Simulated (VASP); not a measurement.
Write the native input for VASP 6.6.1 that does the following.

```yaml
Task: single point
Functional: r2SCAN
Potentials_or_basis: VASP PAW PBE potentials, release 64 (Co, O)
Cutoff: 520 eV
k_mesh: 6 × 4 × 4, shifted
Occupations: fermi-dirac, width 0.1 eV
Spin: no spin polarisation
Dipole_correction: no
Further_INCAR_settings: ALGO = Normal; EDIFF = 1e-06; NBANDS = 33
```

Co2O:

```xyz
6
Lattice="2.8059 0.0000 0.0000 0.0000 4.5287 0.0000 0.0000 0.0000 4.2718" Properties=species:S:1:pos:R:3 pbc="T T T"
Co    0.0000    1.4718    1.1149
Co    1.4029    0.7925    3.2508
Co    0.0000    3.0569    3.1569
Co    1.4029    3.7362    1.0210
O     0.0000    0.0000    0.0000
O     1.4029    2.2644    2.1359
```

One way to write it, as run:

POSCAR

```
Co2O
1.0
    2.8058730000      0.0000000000      0.0000000000
    0.0000000000      4.5287290000      0.0000000000
    0.0000000000      0.0000000000      4.2717900000
Co O
4 2
Direct
    0.0000000000      0.3250000000      0.2610000000
    0.5000000000      0.1750000000      0.7610000000
    0.0000000000      0.6750000000      0.7390000000
    0.5000000000      0.8250000000      0.2390000000
    0.0000000000      0.0000000000      0.0000000000
    0.5000000000      0.5000000000      0.5000000000
```

INCAR.step1

```
PREC = Accurate ; ENCUT = 520
ISMEAR = -1 ; SIGMA = 0.1
LREAL = False ; LASPH = True
NELM = 100 ; NBANDS = 33
GGA = PE ; ALGO = Normal
EDIFF = 1E-4 ; LWAVE = True
LCHARG = False
```

INCAR.step2

```
PREC = Accurate ; ENCUT = 520
EDIFF = 1E-6 ; ISMEAR = -1
SIGMA = 0.1 ; LREAL = False
LASPH = True ; NELM = 100
ALGO = Normal ; ISIF = 2
LWAVE = False ; LCHARG = False
METAGGA = R2SCAN ; LMIXTAU = True
NBANDS = 33 ; ISTART = 1
```

KPOINTS

```
Automatic mesh
0
Gamma
  6 4 4
  0.5 0.5 0.5
```

Potentials or basis: VASP PAW PBE potentials, release 64 (Co, O).

Run with:

```bash
$ cat potpaw_PBE.64/Co/POTCAR potpaw_PBE.64/O/POTCAR > POTCAR
$ cp INCAR.step1 INCAR
$ mpirun -np 1 vasp_std > vasp.out
$ cp INCAR.step2 INCAR
$ mpirun -np 1 vasp_std > vasp.out
```

It gave:

* Pressure: 14.6 GPa
* Largest force: 0.513 eV/Å
* Band gap on the k mesh: zero (band 24 reaches 10.86 eV, above the bottom of band 25 at 10.79 eV)

Caveat: the k points lie up to 0.37 Å⁻¹ apart; the PAW data sets were made with another functional, which shifts forces and pressure a little; the run has no spin polarisation, though such a crystal can be magnetic.

It took 100 s on 1 thread of AMD EPYC 9R14 (Zen 4) (shared host), peak memory 0.15 GiB.
